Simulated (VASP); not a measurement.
Here is a VASP 6.6.1 calculation.

INCAR

```
SYSTEM = Ag
PREC = Accurate
ENCUT = 520
EDIFF = 1E-6
ISMEAR = 0
SIGMA = 0.15
LREAL = .False.
LASPH = .True.
NELM = 60
ALGO = Normal
ISIF = 2
LWAVE = .False.
LCHARG = .False.
GGA = PE
NBANDS = 12
```

KPOINTS

```
Automatic mesh
0
Gamma
  20 20 20
  0 0 0
```

POSCAR

```
Ag
1.0
    0.0000000000      2.1248240000      2.0431000000
    2.1248240000      0.0000000000      2.0431000000
    2.1248240000      2.1248240000      0.0000000000
Ag
1
Direct
    0.0000000000      0.0000000000      0.0000000000
```

Potentials or basis: VASP PAW PBE potentials, release 64 (Ag).

Command:

```console
$ cat potpaw_PBE.64/Ag/POTCAR > POTCAR
$ mpirun -np 1 vasp_std > vasp.out
```

(1) What does it give for the pressure?

Answers

(1) -2.9 GPa.

Caveat: the cell differs from its parent crystal (strain +0.040 along x and y, +0.000 along z).
